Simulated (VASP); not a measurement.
**AsAu (zincblende type): electric field gradients with LDA**

AsAu (zincblende type):

```xyz
2
Lattice="0.0000 2.9203 2.9203 2.9203 0.0000 2.9203 2.9203 2.9203 0.0000" Properties=species:S:1:pos:R:3 pbc="T T T"
Au    0.0000    0.0000    0.0000
As    1.4601    1.4601    1.4601
```

```yaml
Program: VASP 6.6.1
Task: electric field gradients
Functional: LDA
Potentials_or_basis: VASP PAW LDA potentials, release 64 (Au, As)
Cutoff: 520 eV
k_mesh: 11 × 11 × 11
Occupations: fermi-dirac, width 0.08 eV
Spin: no spin polarisation
Dipole_correction: no
Further_INCAR_settings: ALGO = Normal; EDIFF = 1e-08; NBANDS = 15
```

```
Pressure                                : -5.7 GPa
Band gap on the k mesh                  : zero (bands 8 and 9 overlap by 3.61 eV)
Largest electric field gradient by atom : zero within the noise of the run
```

Levels at points of the mesh, in eV from the Fermi level:
```
           k point  band 4  band 5  band 6  band 7  band 8  band 9  band 10  band 11  band 12  band 13
(0.00, 0.00, 0.00)   -5.54   -4.22   -4.22    1.49    2.63    2.63     2.63     6.43     6.43     6.43
```

It took 50 s on 1 thread of Intel Xeon 8259CL, with other jobs on the host, peak memory 0.18 GiB.

Caveat: the cell stands under tension; spin-orbit coupling is left out, which moves the levels of the heavy elements.
